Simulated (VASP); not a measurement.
# B: single point with PBE

The system is B.

```
B
1.0
    -0.92565    1.40710    2.57337
     0.92565   -1.40710    2.57337
     0.92565    1.40710   -2.57337
B
2
Direct
  0.66748 0.16748 0.50000
  0.33252 0.83252 0.50000
```

```yaml
Program: VASP 6.6.1
Task: single point
Functional: PBE
Potentials_or_basis: VASP PAW PBE potentials, release 64 (B)
Cutoff: 520 eV
k_mesh: 34 × 34 × 34
Occupations: gaussian, width 0.1 eV
Spin: no spin polarisation
```

| Item | Value |
| --- | --- |
| Pressure | 0.0 GPa |
| Largest force | 0.006 eV/Å |
| Band gap on the k mesh | zero (band 3 reaches 8.67 eV, above the bottom of band 4 at 7.19 eV) |

Forces in eV/Å, atoms in the order of the input:
```
B    0.000  0.000  0.006
B    0.000  0.000 -0.006
```

Stress tensor (GPa, compression positive):
```
-0.05  0.00  0.00
 0.00 -0.03  0.00
 0.00  0.00  0.07
```

Levels at points of the mesh, in eV from the Fermi level:
```csv
k point,band 1,band 2,band 3,band 4,band 5,band 6,band 7,band 8
"(0.00, 0.00, 0.00)",-16.85,-2.54,-2.26,3.89,5.44,6.17,13.40,14.94
"(0.50, 0.00, 0.00)",-12.46,-11.73,-5.44,2.31,14.25,15.65,15.83,17.84
"(0.00, 0.50, 0.00)",-8.46,-6.77,-1.00,4.90,6.94,7.36,10.90,11.23
"(0.50, 0.50, 0.00)",-7.38,-4.57,-1.43,1.26,2.16,3.57,11.98,17.22
"(0.50, 0.50, 0.50)",-13.45,-11.19,-4.70,3.42,12.89,14.11,15.50,17.12
```

Run time: 20 min on 1 thread of AMD EPYC 7R43 64-Core Processor (Zen 3), on a shared host, peak memory 0.61 GiB.
